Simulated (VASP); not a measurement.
Set up this calculation in VASP 6.6.1, as the native input.

| Quantity | Value |
| --- | --- |
| Task | single point |
| Functional | revPBE |
| Potentials or basis | VASP PAW PBE potentials, release 64 (C) |
| Cutoff | 520 eV |
| k mesh | 20 × 20 × 20 |
| Occupations | fermi-dirac, width 0.1 eV |
| Spin | no spin polarisation |
| Dipole correction | no |
| Further INCAR settings | ALGO = Normal; EDIFF = 1e-07; NBANDS = 8 |

The structure of C lies in POSCAR:

```
C
1.0
    0.0000000000      1.5898061022      1.5898061022
    1.5898061022      0.0000000000      1.5898061022
    1.5898061022      1.5898061022      0.0000000000
C
1
Direct
    0.0000000000      0.0000000000      0.0000000000
```

This cell differs from its parent crystal: volume scaled by 1.08.

These files were run (other wordings do the same):

INCAR

```
ALGO = Normal ; EDIFF = 1E-7
ENCUT = 520 ; GGA = RE
ISIF = 2 ; ISMEAR = -1
LASPH = T ; LCHARG = F
LREAL = F ; LWAVE = F
NBANDS = 8 ; NELM = 60
PREC = Accurate ; SIGMA = 0.1
```

KPOINTS

```
k-points
0
Gamma
  20 20 20
```

Potentials or basis: VASP PAW PBE potentials, release 64 (C).

Launch:

```console
$ cat potpaw_PBE.64/C/POTCAR > POTCAR
$ mpirun -np 1 vasp_std > vasp.out
```

It gave:

- Pressure: -9.7 GPa
- Band gap on the k mesh: zero (band 2 reaches 13.76 eV, above the bottom of band 3 at 3.43 eV)

Caveat: the PAW data sets were made with another functional, which shifts forces and pressure a little.

Run time: 11 s on 1 thread of Intel Xeon 6975P-C (shared host), peak memory 0.12 GiB.
